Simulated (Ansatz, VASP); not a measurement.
**One calculation of MgO, two programs**

INCAR

```
ALGO = Normal
EDIFF = 1E-6
ENCUT = 520
GGA = PS
ISIF = 2
ISMEAR = 0
LASPH = True
LCHARG = False
LREAL = False
LWAVE = False
NBANDS = 16
NELM = 60
PREC = Accurate
SIGMA = 0.05
```

Contents of KPOINTS:

```
k-points
0
Gamma
  9 9 6
```

POSCAR

```
MgO
1.0
    3.5567048602      0.0000000000      0.0000000000
   -1.7783524301      3.0801967627      0.0000000000
    0.0000000000      0.0000000000      4.5358657083
Mg O
2 2
Direct
    0.6666666667      0.3333333333      0.7500000000
    0.3333333333      0.6666666667      0.2500000000
    0.6666666667      0.3333333333      0.2500000000
    0.3333333333      0.6666666667      0.7500000000
```

Input for Ansatz:

```yaml
crystal:
  lattice:
    - [3.5567048602, 0.0, 0.0]
    - [-1.7783524301, 3.0801967627, 0.0]
    - [0.0, 0.0, 4.5358657083]
  atoms:
    - { symbol: Mg, position: [0.6666666667, 0.3333333333, 0.75] }
    - { symbol: Mg, position: [0.3333333333, 0.6666666667, 0.25] }
    - { symbol: O, position: [0.6666666667, 0.3333333333, 0.25] }
    - { symbol: O, position: [0.3333333333, 0.6666666667, 0.75] }
basis:
  ecutwfc: 520.0
kpoints:
  mp_grid: { grid: [9, 9, 6] }
hamiltonian:
  xc: pbesol
  pseudopotentials: { kind: paw, azcp: { folder: soft_1 } }
scf:
  occupations: { method: gaussian, width: 0.05 }
output:
  forces: true
  stress: true
  eigenvalues: true
```

Alike in both runs: task single point; functional PBEsol; k mesh 9 × 9 × 6; occupations gaussian, width 0.05 eV; no spin polarisation.

|  | VASP | Ansatz |
| --- | --- | --- |
| version | VASP 6.6.1 | Ansatz 0.2.0 |
| potentials or method | VASP PAW PBE potentials, release 64 (Mg, O), cutoff 520 eV | scalar-relativistic, plane waves, PAW |
| valence electrons in the cell | 16 | 32 |

Ansatz gave:

```
gap on the k mesh at the Fermi level (eV)                     : 2.63
least direct gap on the mesh (eV)                             : 2.63
pressure (GPa)                                                : -11.3
traceless stress, the component that is largest in VASP (GPa) : -3.34
```

**Question.** Which values does VASP return?

**Answer.** gap on the k mesh at the Fermi level (eV): 2.62; least direct gap on the mesh (eV): 2.62; pressure (GPa): -11.7; traceless stress, the component that is largest in VASP (GPa): -3.36.

VASP's potentials were made for PBE, not for PBEsol, and Ansatz warns of the same on its side. With one functional, cell and mesh, what is left measures potentials, basis and numerics. VASP's potentials hold 16 valence electrons a cell and Ansatz's 32, so a difference there can come from the potentials and not from the codes.
